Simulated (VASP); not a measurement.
Crystal: I.

```
I
1.0
     3.63503   -2.39502    0.00000
     3.63503    2.39502    0.00000
     0.00000    0.00000    9.79344
I
4
Direct
  0.64930 0.35070 0.38440
  0.14930 0.85070 0.11560
  0.35070 0.64930 0.61560
  0.85070 0.14930 0.88440
```

Program: VASP 6.6.1. Alike in all runs: task single point; potentials or basis VASP PAW PBE potentials, release 64 (I); no spin polarisation; cell as given; cutoff (eV) 520; smearing fermi-dirac 0.05 eV.

Order these runs on this cell by their band gap on the k mesh, lowest first.
A. level PBE-based screened hybrid with 25 % exact exchange; k mesh 4 × 4 × 2; grid for exact exchange (PRECFOCK) Normal; share of exact exchange 0.25; screening parameter 0.4 1/Å
B. level PBEsol; k mesh 7 × 7 × 3
C. level r2SCAN-based global hybrid with 10 % exact exchange; k mesh 4 × 4 × 2; grid for exact exchange (PRECFOCK) Normal; share of exact exchange 0.1
D. level PBE-based screened hybrid with 35 % exact exchange; k mesh 4 × 4 × 2; grid for exact exchange (PRECFOCK) Normal; share of exact exchange 0.35; screening parameter 0.20787 1/Å

B (1.29 eV), A (1.79 eV), C (2.09 eV), D (2.52 eV).

Caveats: spin-orbit coupling is left out, which moves the levels of the heavy elements.

A k mesh can miss the band edges, odd and even meshes differently.
